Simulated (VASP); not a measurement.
# PbS (NiAs type) (P6_3/mmc) in VASP: notebook, part 2 of 2

VASP 6.6.1. Earlier steps stand in the parts before.

## Step 3: Single point, PBE

This run uses another cell than the first one, of 21.77 Å³/atom.

INCAR

```
SYSTEM = PbS
PREC     = Accurate       ! precision mode
ENCUT    = 520            ! plane-wave cutoff, eV
EDIFF    = 1E-6           ! SCF threshold, eV
ISMEAR   = -1             ! smearing method
SIGMA    = 0.1            ! smearing width, eV
LREAL    = .FALSE.        ! projectors in reciprocal space
LASPH    = .TRUE.         ! aspherical terms in the spheres
NELM     = 60             ! most SCF steps
ALGO     = Normal         ! electronic algorithm
ISIF     = 2              ! what is computed and relaxed
LWAVE    = .FALSE.        ! write WAVECAR
LCHARG   = .TRUE.         ! write CHGCAR
GGA      = PE             ! functional
LELF     = .TRUE.         ! ELF
LVHAR    = .TRUE.       
NBANDS   = 28             ! bands
```

KPOINTS

```
regular mesh
0
G
  9 9 5
  0 0 0
```

POSCAR

```
PbS
1.0
    4.3611075603      0.0000000000      0.0000000000
   -2.1805537801      3.7768299359      0.0000000000
    0.0000000000      0.0000000000      5.2879439124
Pb S
2 2
Direct
    0.3333333333      0.6666666667     -0.0619993222
    0.6666666667      0.3333333333      0.4380006778
    0.3333333333      0.6666666667      0.4379993222
    0.6666666667      0.3333333333      0.9379993222
```

Potentials or basis: VASP PAW PBE potentials, release 64 (Pb_d, S).

Launch:

```
$ cat potpaw_PBE.64/Pb_d/POTCAR potpaw_PBE.64/S/POTCAR > POTCAR
$ mpirun -np 1 vasp_std > vasp.out
```

OUTCAR:

```text
SYSTEM = PbS
   PREC = Accurate
   ENCUT = 520
   EDIFF = 1E-6
   ISMEAR = -1
   LREAL = .FALSE.
   LASPH = .TRUE.
   NELM = 60
   ISIF = 2
   GGA = PE

 ion  position               nearest neighbor table
   1  0.333  0.667  0.938-   4 2.52   4 2.52   4 2.52   3 2.64   3 2.64   2 3.65   2 3.65   2 3.65
                             2 3.65   2 3.65   2 3.65
   2  0.667  0.333  0.438-   3 2.52   3 2.52   3 2.52   4 2.64   4 2.64   1 3.65   1 3.65   1 3.65
                             1 3.65   1 3.65   1 3.65
   3  0.333  0.667  0.438-   2 2.52   2 2.52   2 2.52   1 2.64   1 2.64
   4  0.667  0.333  0.938-   1 2.52   1 2.52   1 2.52   2 2.64   2 2.64

  LATTYP: Found a hexagonal cell.
 ALAT       =     4.3611075603
 C/A-ratio  =     1.2125231582

  Lattice vectors:

 A1 = (   4.3611075603,   0.0000000000,   0.0000000000)
 A2 = (  -2.1805537801,   3.7768299359,   0.0000000000)
 A3 = (   0.0000000000,   0.0000000000,   5.2879439124)

Analysis of symmetry for initial positions (statically):
=====================================================================
 Subroutine PRICEL returns:
 Original cell was already a primitive cell.

 Routine SETGRP: Setting up the symmetry group for a
 hexagonal supercell.

 Subroutine GETGRP returns: Found 24 space group operations
 (whereof  6 operations were pure point group operations)
 out of a pool of 24 trial point group operations.

The static configuration has the point symmetry C_3v.
 The point group associated with its full space group is D_6h.

Analysis of symmetry for dynamics (positions and initial velocities):
=====================================================================
 Subroutine PRICEL returns:
 Original cell was already a primitive cell.

 Routine SETGRP: Setting up the symmetry group for a
 hexagonal supercell.

 Subroutine GETGRP returns: Found 24 space group operations
 (whereof  6 operations were pure point group operations)
 out of a pool of 24 trial point group operations.

The dynamic configuration has the point symmetry C_3v.
 The point group associated with its full space group is D_6h.

 Subroutine INISYM returns: Found 24 space group operations
 (whereof  6 operations are pure point group operations),
 and found     1 'primitive' translations

----------------------------------------------------------------------------------------

                                     Primitive cell

  volume of cell :      87.0986

  direct lattice vectors                    reciprocal lattice vectors
     4.361107560  0.000000000  0.000000000     0.229299550  0.132386157  0.000000000
    -2.180553780  3.776829936  0.000000000     0.000000000  0.264772314  0.000000000
     0.000000000  0.000000000  5.287943912     0.000000000  0.000000000  0.189109419

  length of vectors
     4.361107560  4.361107560  5.287943912     0.264772314  0.264772314  0.189109419

  position of ions in fractional coordinates (direct lattice)
     0.333333333  0.666666667  0.938000678
     0.666666667  0.333333333  0.438000678
     0.333333333  0.666666667  0.437999322
     0.666666667  0.333333333  0.937999322

  ion indices of the primitive-cell ions
   primitive index   ion index
                 1           1
                 2           2
                 3           3
                 4           4

[... 26 lines left out ...]
 Following reciprocal coordinates:
            Coordinates               Weight
  0.000000  0.000000  0.000000      1.000000
  0.111111  0.000000  0.000000      6.000000
  0.222222  0.000000  0.000000      6.000000
  0.333333  0.000000  0.000000      6.000000
  0.444444  0.000000  0.000000      6.000000
  0.111111  0.111111  0.000000      6.000000
[... 16 lines left out ...]
  0.333333  0.222222  0.200000     24.000000
  0.333333  0.333333  0.200000      4.000000
 [... further k-points ...]
   k-points           NKPTS =     36   k-points in BZ     NKDIM =     36   number of bands    NBANDS=     28
   number of dos      NEDOS =    301   number of ions     NIONS =      4
   total plane-waves  NPLWV =  40960
   dimension x,y,z NGX =    32 NGY =   32 NGZ =   40
   dimension x,y,z NGXF=    64 NGYF=   64 NGZF=   80
   ions per type =               2   2
   NGX,Y,Z   is equivalent  to a cutoff of  12.20, 12.20, 12.58 a.u.
   NGXF,Y,Z  is equivalent  to a cutoff of  24.40, 24.40, 25.15 a.u.
 SYSTEM =  PbS
   PREC   = accura    normal or accurate (medium, high low for compatibility)
   ISTART =      0    job   : 0-new  1-cont  2-samecut
   ICHARG =      2    charge: 1-file 2-atom 10-const
   ISPIN  =      1    spin polarized calculation?
   LNONCOLLINEAR =      F non collinear calculations
   LSORBIT =      F    spin-orbit coupling
   LASPH  =      T    aspherical Exc in radial PAW
   ENCUT  =  520.0 eV  38.22 Ry    6.18 a.u.   8.11  8.11  9.83*2*pi/ulx,y,z
   NELM   =     60;   NELMIN=  2; NELMDL= -5     # of ELM steps
   EDIFF  = 0.1E-05   stopping-criterion for ELM
   LREAL  =      F    real-space projection
   EDIFFG = 0.1E-04   stopping-criterion for IOM
   NSW    =      0    number of steps for IOM
   IBRION =     -1    ionic relax: 0-MD 1-quasi-New 2-CG
   NFREE  =      0    steps in history (QN), initial steepest desc. (CG)
   ISIF   =      2    stress and relaxation
   ISYM   =      2    0-nonsym 1-usesym 2-fastsym
   POTIM  = 0.5000    time-step for ionic-motion
   TEBEG  =    0.0;   TEEND  =   0.0 temperature during run
   PSTRESS=    0.0 pullay stress
   NELECT =      40.0000    total number of electrons
   NUPDOWN=      -1.0000    fix difference up-down
   EMIN   =  10.00;   EMAX   =-10.00  energy-range for DOS
   EFERMI =   0.00;   METHOD = LEGACY
   ISMEAR =    -1;   SIGMA  =   0.10  broadening in eV -4-tet -1-fermi 0-gaus
   EFERMI_NEDOS =   21; number of points for ismear=-14 and -15
   IALGO  =     38    algorithm
   IMIX   =      4    mixing-type and parameters
     AMIX     =   0.40;   BMIX     =  1.00
     AMIX_MAG =   1.60;   BMIX_MAG =  1.00
  volume/ion in A,a.u.               =      21.77       146.94
  Fermi-wavevector in a.u.,A,eV,Ry     =   1.263061  2.386840 21.705703  1.595324
  Thomas-Fermi vector in A             =   2.396438
   LORBIT       =      0    0 simple, 1 ext, 2 COOP (PROOUT), +10 PAW based schemes
   GGA     = PE    functional components
   LHFCALC =     F    Hartree Fock is set to
   AEXX    =    0.0000 exact exchange contribution
   IVDW    =     0    specifies the selected vdW correction
   LEPSILON=     F    determine dielectric tensor
   LRPA    =     F    only Hartree local field effects (RPA)
 non-spin polarized calculation
  energy-cutoff  :      520.00
  volume of cell :       87.10
 maximum number of plane-waves:      2366
   NGX = 17   NGY = 17   NGZ = 19

 number of electron      40.0000004 magnetization

 Free energy of the ion-electron system (eV)
  ---------------------------------------------------
  ext. energy  EPLUGINS =         0.00000000
  ---------------------------------------------------
  free energy    TOTEN  =       -13.29502061 eV

  energy without entropy =      -13.28468549  energy(sigma->0) =      -13.28985305

 E-fermi :   9.0419     XC(G=0): -10.2973

 val. band max:        8.8391998309   @ k =   0.3333   0.3333   0.4000
 cond. band min:       9.2939080306   @ k =   0.1111   0.1111   0.0000
 fundamental gap:      0.4547081997
 Fermi energy:         9.0419204562

 k-point     1 :       0.0000    0.0000    0.0000
  band No.  band energies     occupation
      1      -9.4769      2.00000
      2      -8.8555      2.00000
      3      -8.8555      2.00000
      4      -8.8536      2.00000
      5      -8.8536      2.00000
      6      -8.7791      2.00000
[... 733 lines left out ...]
     27      15.2738      0.00000
     28      16.5013      0.00000

 [... further k-points ...]

------------------------ aborting loop because EDIFF is reached ----------------------------------------

  FORCE on cell =-STRESS in cart. coord.  units (eV):
  Direction    XX          YY          ZZ          XY          YZ          ZX
  --------------------------------------------------------------------------------------
  -------------------------------------------------------------------------------------
  Total       21.6756902     21.6756902     21.6901522      0.0000000     -0.0000000     -0.0000000
  in kB      398.7240669    398.7240669    398.9900950      0.0000000     -0.0000000     -0.0000000
  external PRESSURE =     398.8127430 kB  Pullay stress =       0.0000000 kB

 VOLUME and BASIS-vectors are now :
 -----------------------------------------------------------------------------
  energy-cutoff  :      520.00
  volume of cell :       87.10
      direct lattice vectors                 reciprocal lattice vectors
     4.361107560  0.000000000  0.000000000     0.229299550  0.132386157  0.000000000
    -2.180553780  3.776829936  0.000000000     0.000000000  0.264772314  0.000000000
     0.000000000  0.000000000  5.287943912     0.000000000  0.000000000  0.189109419

 POSITION                                       TOTAL-FORCE (eV/Angst)
 -----------------------------------------------------------------------------------
     -0.00000      2.51789      4.96009        -0.000000      0.000000      0.000000
      2.18055      1.25894      2.31612         0.000000     -0.000000      0.000000
     -0.00000      2.51789      2.31612        -0.000000      0.000000      0.000000
      2.18055      1.25894      4.96009         0.000000     -0.000000     -0.000000
 -----------------------------------------------------------------------------------
    total drift:                               -0.000000      0.000000      0.006516

  FREE ENERGIE OF THE ION-ELECTRON SYSTEM (eV)
  ---------------------------------------------------
  free  energy   TOTEN  =       -13.2950206132 eV

  energy  without entropy=      -13.2846854879  energy(sigma->0) =      -13.28985305
```

It took 2 min on 1 thread of Intel Xeon 8259CL, shared host; peak memory 0.23 GiB.

Results:

| Quantity | Value |
| --- | --- |
| Free energy | -13.2950 eV |
| Pressure | 39.9 GPa |
| Band gap on the k mesh | 0.45 eV (least direct gap 1.03 eV) |

Caveat: the cell stands under pressure; spin-orbit coupling is left out, which moves the levels of the heavy elements; an odd mesh through Γ misses points on the zone boundary, where band edges can lie.

## Step 4: Single point, PBE

This run uses another cell than the first one, of 21.77 Å³/atom.

INCAR

```
PREC = Accurate
ENCUT = 520
EDIFF = 1E-7
ISMEAR = -1
SIGMA = 0.1
LREAL = F
LASPH = T
NELM = 80
ALGO = Normal
ISIF = 2
LWAVE = F
LCHARG = F
GGA = PE
NBANDS = 28
```

KPOINTS

```
regular mesh
0
Gamma
  9 9 5
```

Edit POSCAR of step 3 so:

```diff
@@ -3,3 +3,3 @@
     4.3611075603      0.0000000000      0.0000000000
-   -2.1805537801      3.7768299359      0.0000000000
+   -2.1805537802      3.7768299358      0.0000000000
     0.0000000000      0.0000000000      5.2879439124
```

Potentials or basis: VASP PAW PBE potentials, release 64 (Pb_d, S).

Launch:

```
$ cat potpaw_PBE.64/Pb_d/POTCAR potpaw_PBE.64/S/POTCAR > POTCAR
$ mpirun -np 1 vasp_std > vasp.out
```

OUTCAR:

```text
PREC = Accurate
   ENCUT = 520
   EDIFF = 1E-7
   ISMEAR = -1
   LREAL = F
   LASPH = T
   NELM = 80
   ISIF = 2
   GGA = PE

 ion  position               nearest neighbor table
   1  0.333  0.667  0.938-   4 2.52   4 2.52   4 2.52   3 2.64   3 2.64   2 3.65   2 3.65   2 3.65
                             2 3.65   2 3.65   2 3.65
   2  0.667  0.333  0.438-   3 2.52   3 2.52   3 2.52   4 2.64   4 2.64   1 3.65   1 3.65   1 3.65
                             1 3.65   1 3.65   1 3.65
   3  0.333  0.667  0.438-   2 2.52   2 2.52   2 2.52   1 2.64   1 2.64
[... 949 lines left out ...]
  -------------------------------------------------------------------------------------
  Total       21.6776476     21.6776476     21.6930167     -0.0000000      0.0000000     -0.0000000
  in kB      398.7600720    398.7600720    399.0427864     -0.0000000      0.0000000     -0.0000000
  external PRESSURE =     398.8543101 kB  Pullay stress =       0.0000000 kB

 VOLUME and BASIS-vectors are now :
 -----------------------------------------------------------------------------
  energy-cutoff  :      520.00
  volume of cell :       87.10
      direct lattice vectors                 reciprocal lattice vectors
     4.361107560  0.000000000  0.000000000     0.229299550  0.132386157  0.000000000
    -2.180553780  3.776829936  0.000000000     0.000000000  0.264772314  0.000000000
     0.000000000  0.000000000  5.287943912     0.000000000  0.000000000  0.189109419

 POSITION                                       TOTAL-FORCE (eV/Angst)
 -----------------------------------------------------------------------------------
     -0.00000      2.51789      4.96009        -0.000000      0.000000     -0.000000
      2.18055      1.25894      2.31612         0.000000     -0.000000     -0.000000
     -0.00000      2.51789      2.31612         0.000000     -0.000000      0.000000
      2.18055      1.25894      4.96009        -0.000000      0.000000     -0.000000
 -----------------------------------------------------------------------------------
    total drift:                               -0.000000      0.000000      0.006516

  FREE ENERGIE OF THE ION-ELECTRON SYSTEM (eV)
  ---------------------------------------------------
  free  energy   TOTEN  =       -13.2950208630 eV

  energy  without entropy=      -13.2846819107  energy(sigma->0) =      -13.28985139
```

OSZICAR:

```text
N       E                     dE             d eps       ncg     rms          rms(c)
DAV:   1     0.452587235371E+03    0.45259E+03   -0.19348E+04  2016   0.164E+03
DAV:   2     0.373019555959E+02   -0.41529E+03   -0.40258E+03  2036   0.435E+02
DAV:   3    -0.117421712808E+02   -0.49044E+02   -0.47428E+02  2540   0.167E+02
DAV:   4    -0.140812697797E+02   -0.23391E+01   -0.23250E+01  2540   0.359E+01
DAV:   5    -0.141718212859E+02   -0.90552E-01   -0.90532E-01  2820   0.739E+00    0.177E+01
DAV:   6    -0.133318848240E+02    0.83994E+00   -0.15835E+00  3200   0.116E+01    0.108E+01
DAV:   7    -0.133124899132E+02    0.19395E-01   -0.93257E-01  3112   0.484E+00    0.225E+00
DAV:   8    -0.132950350902E+02    0.17455E-01   -0.18029E-01  3112   0.385E+00    0.111E+00
DAV:   9    -0.132948083685E+02    0.22672E-03   -0.15519E-02  2900   0.103E+00    0.380E-01
DAV:  10    -0.132948114079E+02   -0.30394E-05   -0.17666E-03  3120   0.347E-01    0.160E-01
DAV:  11    -0.132950052676E+02   -0.19386E-03   -0.36786E-04  2552   0.131E-01    0.196E-02
DAV:  12    -0.132950177017E+02   -0.12434E-04   -0.36306E-05  2348   0.350E-02    0.172E-02
DAV:  13    -0.132950206211E+02   -0.29194E-05   -0.65988E-06  2424   0.167E-02    0.508E-03
DAV:  14    -0.132950206370E+02   -0.15990E-07   -0.14016E-06  2336   0.698E-03    0.365E-03
DAV:  15    -0.132950208086E+02   -0.17153E-06   -0.27572E-07  1868   0.585E-03    0.561E-04
DAV:  16    -0.132950208630E+02   -0.54412E-07   -0.50495E-08  1356   0.153E-03
   1 F= -.13295021E+02 E0= -.13289851E+02  d E =-.103390E-01
```

stdout:

```text
POSCAR found type information on POSCAR PbS
 POSCAR found :  2 types and       4 ions
 scaLAPACK will be used
 LDA part: xc-table for (Slater+PW92), standard interpolation
 POSCAR, INCAR and KPOINTS ok, starting setup
 FFT: planning ... GRIDC
 FFT: planning ... GRID_SOFT
 FFT: planning ... GRID
 WAVECAR not read
 entering main loop
```

It took 2.1 min on 1 thread of Intel Xeon 8259CL, shared host; peak memory 0.23 GiB.

Results:

* Free energy: -13.2950 eV
* Pressure: 39.9 GPa
* Band gap on the k mesh: 0.45 eV (least direct gap 1.03 eV)

Caveat: the cell stands under pressure; spin-orbit coupling is left out, which moves the levels of the heavy elements; an odd mesh through Γ misses points on the zone boundary, where band edges can lie.

## Step 5: Single point, PBE

This run uses another cell than the first one, of 18.14 Å³/atom.

INCAR

```
SYSTEM = PbS
ALGO = Normal
EDIFF = 1E-6
ENCUT = 520
GGA = PE
ISIF = 2
ISMEAR = -1
LASPH = .True.
LCHARG = .False.
LREAL = .False.
LWAVE = .False.
NBANDS = 28
NELM = 80
PREC = Accurate
SIGMA = 0.1
```

KPOINTS

```
k-points
0
Gamma
  10 10 6
  0 0 0
```

POSCAR

```
PbS
1.0
    3.3539792597      0.0000000000      0.0000000000
   -1.6769896298      2.9046312427      0.0000000000
    0.0000000000      0.0000000000      7.4472297897
Pb S
2 2
Direct
    0.0000000000      0.0000000000      0.0000000000
    0.0000000000      0.0000000000      0.5000000000
    0.3333333333      0.6666666667      0.2500000000
    0.6666666667      0.3333333333      0.7500000000
```

Launch:

```
$ cat potpaw_PBE.64/Pb_d/POTCAR potpaw_PBE.64/S/POTCAR > POTCAR
$ mpirun -np 1 vasp_std > vasp.out
```

Wall time 2.9 min (1 thread of Intel Xeon 8259CL, shared host); peak memory 0.25 GiB.

The run converged. Its results:

| Property | Result |
| --- | --- |
| Free energy | -13.7955 eV |
| Pressure | 39.9 GPa |
| Band gap on the k mesh | zero (bands 20 and 21 overlap by 3.04 eV) |

Levels at points of the mesh, in eV from the Fermi level:
```csv
k point,band 17,band 18,band 19,band 20,band 21,band 22,band 23,band 24
"(0.00, 0.00, 0.00)",-1.83,-1.21,-1.21,2.23,2.54,5.20,5.20,5.47
"(0.50, 0.00, 0.00)",-3.65,-2.04,-2.01,-1.00,-0.81,0.37,2.34,3.55
"(0.00, 0.00, 0.50)",-1.53,-1.53,-1.23,-1.23,3.88,3.88,5.57,5.57
"(0.50, 0.00, 0.50)",-4.53,-4.53,-2.98,-2.98,2.34,2.34,2.87,2.87
```

Caveat: the cell stands under pressure; spin-orbit coupling is left out, which moves the levels of the heavy elements.

## Step 6: Overview

```csv
task,cell,k mesh,cutoff (eV),gap on the mesh (eV),pressure (GPa)
relaxation of cell and atoms,"relaxed to 40 GPa from a = 3.838, b = 3.838, c = 5.950 Å, angles 90.0, 90.0, 120.0°, 4 atoms, atomic positions A",10 × 10 × 6,600,none,40.0
single point,"a = 4.361, b = 4.361, c = 5.288 Å, angles 90.0, 90.0, 120.0°, 4 atoms, atomic positions B",9 × 9 × 5,520,0.45,39.9
single point,"a = 3.354, b = 3.354, c = 7.447 Å, angles 90.0, 90.0, 120.0°, 4 atoms, atomic positions A",10 × 10 × 6,520,none,39.9
```

Alike in all rows: level PBE; potentials or basis VASP PAW PBE potentials, release 64 (Pb_d, S); no spin polarisation; smearing fermi-dirac 0.1 eV.

Caveats: spin-orbit coupling is left out, which moves the levels of the heavy elements; the cell stands under pressure (at least some runs); the cell is relaxed towards a set pressure, so the run minimises the enthalpy, not the energy (at least some runs); a cell axis changed by over 15 % at a fixed basis, so the end point is rough (at least some runs); an odd mesh through Γ misses points on the zone boundary, where band edges can lie (at least some runs).

Absolute energies hang on the potentials; compare differences alone.
